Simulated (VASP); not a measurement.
Input of a VASP 6.6.1 run:

The input INCAR:

```
PREC = Accurate ; ENCUT = 500
EDIFF = 1E-7 ; ISMEAR = -1
SIGMA = 0.1 ; LREAL = F
LASPH = T ; NELM = 120
ALGO = Normal ; ISIF = 3
LWAVE = F ; LCHARG = F
GGA = PS ; IBRION = 2
NSW = 60 ; EDIFFG = -0.005
GGA_COMPAT = F ; NELMIN = 4
```

File KPOINTS:

```
regular mesh
0
Gamma
  15 15 15
```

POSCAR

```
Hf
1.0
    0.0000000000      2.2111690954      2.2111690954
    2.2111690954      0.0000000000      2.2111690954
    2.2111690954      2.2111690954      0.0000000000
Hf
1
Direct
    0.0000000000      0.0000000000      0.0000000000
```

Potentials or basis: VASP PAW PBE potentials, release 64 (Hf_pv).

Launch:

```console
$ cat potpaw_PBE.64/Hf_pv/POTCAR > POTCAR
$ mpirun -np 1 vasp_std > vasp.out
```

Predict the space group after relaxing (to 0.1 Å).

Fm-3m (No. 225).

Estimate the band gap on the k mesh.

zero (bands 5 and 6 overlap by 1.88 eV).

Estimate the relaxed cell.

a = 3.122 Å, b = 3.122 Å, c = 3.122 Å, α = 60.00°, β = 60.00°, γ = 60.00°.

Final structure:
```
Hf
1.0
     0.00000    2.20782    2.20782
     2.20782    0.00000    2.20782
     2.20782    2.20782    0.00000
Hf
1
Direct
  0.00000 0.00000 0.00000
```

Caveat: spin-orbit coupling is left out, which moves the levels of the heavy elements.
